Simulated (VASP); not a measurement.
# MgS (P6_3mc) in VASP: a series of runs

The runs below take MgS through single point, with LDA.

Program: VASP 6.6.1. These are calculated values, not measurements. Logs are shortened: lines on timing, memory, paths and dates and some standing lists are left out, and cuts for length are marked.

**1. The cell of the first run**

Symmetry: P6_3mc, No. 186, hexagonal system. Conventional cell: a = 3.952 Å, b = 3.952 Å, c = 6.301 Å, α = 90.00°, β = 90.00°, γ = 120.00°. Within 3.2 Å of S (site symmetry 3m) lie 4 Mg at 2.40 to 2.42 Å. Mg (site symmetry 3m) has 4 S at 2.40 to 2.42 Å within 3.2 Å.

**2. Single point, LDA (21.31 Å³/atom)**

Contents of INCAR:

```
SYSTEM = MgS
PREC     = Accurate       ! precision mode
ENCUT    = 520            ! plane-wave cutoff, eV
EDIFF    = 1E-7           ! SCF threshold, eV
ISMEAR   = -1             ! smearing method
SIGMA    = 0.05           ! smearing width, eV
LREAL    = .False.        ! projectors in reciprocal space
LASPH    = .True.         ! aspherical terms in the spheres
NELM     = 100            ! most SCF steps
ALGO     = Normal         ! electronic algorithm
ISIF     = 2              ! what is computed and relaxed
LWAVE    = .False.        ! write WAVECAR
LCHARG   = .False.        ! write CHGCAR
GGA      = CA             ! functional
NBANDS   = 16             ! bands
```

Contents of KPOINTS:

```
Automatic mesh
0
Gamma
  8 8 4
  0 0 0
```

Contents of POSCAR:

```
MgS
1.0
    3.9522600636      0.0000000000      0.0000000000
   -1.9761300318      3.4227576175      0.0000000000
    0.0000000000      0.0000000000      6.3009860259
S Mg
2 2
Direct
    0.6666666667      0.3333333333      0.8792441500
    0.3333333333      0.6666666667      0.3792441500
    0.3333333333      0.6666666667      0.9957548500
    0.6666666667      0.3333333333      0.4957548500
```

Potentials or basis: VASP PAW LDA potentials, release 64 (S, Mg).

Launch:

```sh
> cat potpaw_LDA.64/S/POTCAR potpaw_LDA.64/Mg/POTCAR > POTCAR
> mpirun -np 1 vasp_std > vasp.out
```

OUTCAR:

```text
SYSTEM = MgS
   PREC = Accurate
   ENCUT = 520
   EDIFF = 1E-7
   ISMEAR = -1
   LREAL = .False.
   LASPH = .True.
   NELM = 100
   ISIF = 2
   GGA = CA

 ion  position               nearest neighbor table
   1  0.667  0.333  0.879-   3 2.40   3 2.40   3 2.40   4 2.42
   2  0.333  0.667  0.379-   4 2.40   4 2.40   4 2.40   3 2.42
   3  0.333  0.667  0.996-   1 2.40   1 2.40   1 2.40   2 2.42
   4  0.667  0.333  0.496-   2 2.40   2 2.40   2 2.40   1 2.42

  LATTYP: Found a hexagonal cell.
 ALAT       =     3.9522600636
 C/A-ratio  =     1.5942741430

  Lattice vectors:

 A1 = (   3.9522600636,   0.0000000000,   0.0000000000)
 A2 = (  -1.9761300318,   3.4227576175,   0.0000000000)
 A3 = (   0.0000000000,   0.0000000000,   6.3009860259)

Analysis of symmetry for initial positions (statically):
=====================================================================
 Subroutine PRICEL returns:
 Original cell was already a primitive cell.

 Routine SETGRP: Setting up the symmetry group for a
 hexagonal supercell.

 Subroutine GETGRP returns: Found 12 space group operations
 (whereof  6 operations were pure point group operations)
 out of a pool of 24 trial point group operations.

The static configuration has the point symmetry C_3v.
 The point group associated with its full space group is C_6v.

Analysis of symmetry for dynamics (positions and initial velocities):
=====================================================================
 Subroutine PRICEL returns:
 Original cell was already a primitive cell.

 Routine SETGRP: Setting up the symmetry group for a
 hexagonal supercell.

 Subroutine GETGRP returns: Found 12 space group operations
 (whereof  6 operations were pure point group operations)
 out of a pool of 24 trial point group operations.

The dynamic configuration has the point symmetry C_3v.
 The point group associated with its full space group is C_6v.

 Subroutine INISYM returns: Found 12 space group operations
 (whereof  6 operations are pure point group operations),
 and found     1 'primitive' translations

----------------------------------------------------------------------------------------

                                     Primitive cell

  volume of cell :      85.2374

  direct lattice vectors                    reciprocal lattice vectors
     3.952260064  0.000000000  0.000000000     0.253019787  0.146081042  0.000000000
    -1.976130032  3.422757617  0.000000000     0.000000000  0.292162084  0.000000000
     0.000000000  0.000000000  6.300986026     0.000000000  0.000000000  0.158705319

  length of vectors
     3.952260064  3.952260064  6.300986026     0.292162084  0.292162084  0.158705319

  position of ions in fractional coordinates (direct lattice)
     0.666666667  0.333333333  0.879244150
     0.333333333  0.666666667  0.379244150
     0.333333333  0.666666667  0.995754850
     0.666666667  0.333333333  0.495754850

  ion indices of the primitive-cell ions
   primitive index   ion index
                 1           1
                 2           2
                 3           3
                 4           4

----------------------------------------------------------------------------------------

 KPOINTS: Automatic mesh

Automatic generation of k-mesh.
 Grid dimensions read from file:
 generate k-points for:    8    8    4

 Generating k-lattice:

  Cartesian coordinates                     Fractional coordinates (reciprocal lattice)
     0.031627473  0.018260130  0.000000000     0.125000000  0.000000000  0.000000000
     0.000000000  0.036520261  0.000000000     0.000000000  0.125000000  0.000000000
     0.000000000  0.000000000  0.039676330     0.000000000  0.000000000  0.250000000

  Length of vectors
     0.036520261  0.036520261  0.039676330

  Shift w.r.t. Gamma in fractional coordinates (k-lattice)
     0.000000000  0.000000000  0.000000000

 Subroutine IBZKPT returns following result:
 ===========================================

 Found     30 irreducible k-points:

 Following reciprocal coordinates:
            Coordinates               Weight
  0.000000  0.000000  0.000000      1.000000
  0.125000  0.000000  0.000000      6.000000
  0.250000  0.000000  0.000000      6.000000
  0.375000  0.000000  0.000000      6.000000
  0.500000  0.000000  0.000000      3.000000
  0.125000  0.125000  0.000000      6.000000
[... 16 lines left out ...]
  0.250000  0.000000  0.500000      6.000000
  0.375000  0.000000  0.500000      6.000000
 [... further k-points ...]
   k-points           NKPTS =     30   k-points in BZ     NKDIM =     30   number of bands    NBANDS=     16
   number of dos      NEDOS =    301   number of ions     NIONS =      4
   total plane-waves  NPLWV =  43200
   dimension x,y,z NGX =    30 NGY =   30 NGZ =   48
   dimension x,y,z NGXF=    60 NGYF=   60 NGZF=   96
   ions per type =               2   2
   NGX,Y,Z   is equivalent  to a cutoff of  12.62, 12.62, 12.66 a.u.
   NGXF,Y,Z  is equivalent  to a cutoff of  25.24, 25.24, 25.33 a.u.
 SYSTEM =  MgS
   PREC   = accura    normal or accurate (medium, high low for compatibility)
   ISTART =      0    job   : 0-new  1-cont  2-samecut
   ICHARG =      2    charge: 1-file 2-atom 10-const
   ISPIN  =      1    spin polarized calculation?
   LNONCOLLINEAR =      F non collinear calculations
   LSORBIT =      F    spin-orbit coupling
   LASPH  =      T    aspherical Exc in radial PAW
   ENCUT  =  520.0 eV  38.22 Ry    6.18 a.u.   7.35  7.35 11.72*2*pi/ulx,y,z
   NELM   =    100;   NELMIN=  2; NELMDL= -5     # of ELM steps
   EDIFF  = 0.1E-06   stopping-criterion for ELM
   LREAL  =      F    real-space projection
   EDIFFG = 0.1E-05   stopping-criterion for IOM
   NSW    =      0    number of steps for IOM
   IBRION =     -1    ionic relax: 0-MD 1-quasi-New 2-CG
   NFREE  =      0    steps in history (QN), initial steepest desc. (CG)
   ISIF   =      2    stress and relaxation
   ISYM   =      2    0-nonsym 1-usesym 2-fastsym
   POTIM  = 0.5000    time-step for ionic-motion
   TEBEG  =    0.0;   TEEND  =   0.0 temperature during run
   PSTRESS=    0.0 pullay stress
   NELECT =      16.0000    total number of electrons
   NUPDOWN=      -1.0000    fix difference up-down
   EMIN   =  10.00;   EMAX   =-10.00  energy-range for DOS
   EFERMI =   0.00;   METHOD = LEGACY
   ISMEAR =    -1;   SIGMA  =   0.05  broadening in eV -4-tet -1-fermi 0-gaus
   EFERMI_NEDOS =   21; number of points for ismear=-14 and -15
   IALGO  =     38    algorithm
   IMIX   =      4    mixing-type and parameters
     AMIX     =   0.40;   BMIX     =  1.00
     AMIX_MAG =   1.60;   BMIX_MAG =  1.00
  volume/ion in A,a.u.               =      21.31       143.80
  Fermi-wavevector in a.u.,A,eV,Ry     =   0.937356  1.771347 11.954583  0.878637
  Thomas-Fermi vector in A             =   2.064459
   LORBIT       =      0    0 simple, 1 ext, 2 COOP (PROOUT), +10 PAW based schemes
   GGA     = CA    functional components
   LHFCALC =     F    Hartree Fock is set to
   AEXX    =    0.0000 exact exchange contribution
   IVDW    =     0    specifies the selected vdW correction
   LEPSILON=     F    determine dielectric tensor
   LRPA    =     F    only Hartree local field effects (RPA)
 non-spin polarized calculation
  energy-cutoff  :      520.00
  volume of cell :       85.24
 maximum number of plane-waves:      2340
 NGX is ok and might be reduce to    30
   NGX = 15   NGY = 15   NGZ = 23

 number of electron      15.9999998 magnetization

 Free energy of the ion-electron system (eV)
  ---------------------------------------------------
  ext. energy  EPLUGINS =         0.00000000
  ---------------------------------------------------
  free energy    TOTEN  =       -18.81527678 eV

  energy without entropy =      -18.81527678  energy(sigma->0) =      -18.81527678

 E-fermi :   2.4637     XC(G=0):  -8.9947

 val. band max:        1.4429565453   @ k =   0.0000   0.0000   0.0000
 cond. band min:       4.9147925014   @ k =   0.0000   0.0000   0.0000
 fundamental gap:      3.4718359561
 Fermi energy:         2.4637457909

 k-point     1 :       0.0000    0.0000    0.0000
  band No.  band energies     occupation
      1     -10.1656      2.00000
      2      -9.3089      2.00000
      3      -2.0906      2.00000
      4       0.8141      2.00000
      5       0.8141      2.00000
      6       1.2694      2.00000
[... 8 lines left out ...]
     15       9.9268      0.00000
     16      10.6898      0.00000

 k-point     2 :       0.1250    0.0000    0.0000
  band No.  band energies     occupation
      1     -10.0777      2.00000
      2      -9.2648      2.00000
      3      -1.9590      2.00000
      4       0.2946      2.00000
      5       0.6735      2.00000
      6       0.7271      2.00000
[... 8 lines left out ...]
     15       9.9494      0.00000
     16      10.1672      0.00000

 k-point     3 :       0.2500    0.0000    0.0000
  band No.  band energies     occupation
      1      -9.8418      2.00000
      2      -9.1649      2.00000
      3      -1.5901      2.00000
      4      -0.7069      2.00000
      5      -0.1997      2.00000
      6       0.3945      2.00000
[... 8 lines left out ...]
     15      10.1670      0.00000
     16      10.5278      0.00000

 k-point     4 :       0.3750    0.0000    0.0000
  band No.  band energies     occupation
      1      -9.5481      2.00000
      2      -9.0945      2.00000
      3      -1.5637      2.00000
      4      -1.0468      2.00000
      5      -0.8902      2.00000
      6       0.1630      2.00000
[... 8 lines left out ...]
     15      10.3176      0.00000
     16      12.1896      0.00000
[... 324 lines left out ...]
 k-point    22 :       0.1250    0.0000    0.5000
  band No.  band energies     occupation
      1      -9.7067      2.00000
      2      -9.7067      2.00000
      3      -0.7173      2.00000
      4      -0.7173      2.00000
      5       0.7272      2.00000
      6       0.7272      2.00000
[... 8 lines left out ...]
     15       9.4930      0.00000
     16       9.4930      0.00000

 k-point    23 :       0.2500    0.0000    0.5000
  band No.  band energies     occupation
      1      -9.5253      2.00000
      2      -9.5253      2.00000
      3      -1.1217      2.00000
      4      -1.1217      2.00000
      5       0.4348      2.00000
      6       0.4348      2.00000
[... 8 lines left out ...]
     15      10.1649      0.00000
     16      10.1649      0.00000

 k-point    24 :       0.3750    0.0000    0.5000
  band No.  band energies     occupation
      1      -9.3261      2.00000
      2      -9.3261      2.00000
      3      -1.7074      2.00000
      4      -1.7074      2.00000
      5       0.4894      2.00000
      6       0.4894      2.00000
[... 8 lines left out ...]
     15      10.6569      0.00000
     16      10.6569      0.00000

 [... further k-points ...]

------------------------ aborting loop because EDIFF is reached ----------------------------------------

  FORCE on cell =-STRESS in cart. coord.  units (eV):
  Direction    XX          YY          ZZ          XY          YZ          ZX
  --------------------------------------------------------------------------------------
  -------------------------------------------------------------------------------------
  Total        0.7940894      0.7940894      0.5528970      0.0000000      0.0000000      0.0000000
  in kB       14.9262184     14.9262184     10.3926100      0.0000000      0.0000000      0.0000000
  external PRESSURE =      13.4150156 kB  Pullay stress =       0.0000000 kB

 VOLUME and BASIS-vectors are now :
 -----------------------------------------------------------------------------
  energy-cutoff  :      520.00
  volume of cell :       85.24
      direct lattice vectors                 reciprocal lattice vectors
     3.952260064  0.000000000  0.000000000     0.253019787  0.146081042  0.000000000
    -1.976130032  3.422757617  0.000000000     0.000000000  0.292162084  0.000000000
     0.000000000  0.000000000  6.300986026     0.000000000  0.000000000  0.158705319

 POSITION                                       TOTAL-FORCE (eV/Angst)
 -----------------------------------------------------------------------------------
      1.97613      1.14092      5.54011        -0.000000      0.000000     -0.047350
     -0.00000      2.28184      2.38961         0.000000     -0.000000     -0.047350
     -0.00000      2.28184      6.27424         0.000000      0.000000      0.047350
      1.97613      1.14092      3.12374        -0.000000     -0.000000      0.047350
 -----------------------------------------------------------------------------------
    total drift:                                0.000000     -0.000000     -0.000348

  FREE ENERGIE OF THE ION-ELECTRON SYSTEM (eV)
  ---------------------------------------------------
  free  energy   TOTEN  =       -18.8152767833 eV

  energy  without entropy=      -18.8152767832  energy(sigma->0) =      -18.81527678
```

Wall time 24 s (1 thread of Intel Xeon Platinum 8375C at 2.90GHz (Ice Lake), shared host); peak memory 0.18 GiB.

Results:

| Item | Value |
| --- | --- |
| Free energy | -18.8153 eV |
| Pressure | 1.3 GPa |
| Largest force | 0.047 eV/Å |
| Band gap on the k mesh | 3.47 eV |

Forces on the atoms (eV/Å):
```
S    0.000  0.000 -0.047
S    0.000  0.000 -0.047
Mg   0.000  0.000  0.047
Mg   0.000  0.000  0.047
```

Stress tensor (GPa, compression positive):
```
1.49 0.00 0.00
0.00 1.49 0.00
0.00 0.00 1.04
```

(Part 1 of 3 ends here.)
